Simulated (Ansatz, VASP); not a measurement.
## Be3Se2O in VASP and in Ansatz

```xyz
6
Lattice="5.7894 0.0000 0.0000 -2.8947 5.0138 0.0000 0.0000 0.0000 3.1891" Properties=species:S:1:pos:R:3 pbc="T T T"
Be    2.8947    0.0000    1.5946
Be    1.4474    2.5069    1.5946
Be   -1.4474    2.5069    1.5946
Se    0.0000    3.3425    0.0000
Se    2.8947    1.6713    0.0000
O     0.0000    0.0000    0.0000
```

Change from the starting cell: species swapped into the NdB2Rh3 type (P6/mmm, No. 191).

Alike in both runs: functional PBE; k mesh 3 × 3 × 4; occupations gaussian, width 0.15 eV; no spin polarisation.

Ansatz relaxed the structure, and its values are those at the end. VASP's run is a single point on that final structure, the one shown.

|  | VASP | Ansatz |
| --- | --- | --- |
| version | VASP 6.6.1 | Ansatz 0.2.0 |
| potentials or method | VASP PAW PBE potentials, release 64 (Be, Se, O), cutoff 600 eV | scalar-relativistic, plane waves, PAW |
| valence electrons in the cell | 24 | 44 |

|  | VASP | Ansatz | Ansatz less VASP |
| --- | --- | --- | --- |
| gap on the k mesh at the Fermi level (eV) | none | none | - |
| pressure (GPa) | 0.4 | 0.3 | -0.08 |

A gap of «none» marks a metal or a gap that the smearing closes. VASP's potentials hold 24 valence electrons a cell and Ansatz's 44, so a difference there can come from the potentials and not from the codes.

The k mesh is coarse, so the values compare programs but aren't converged.
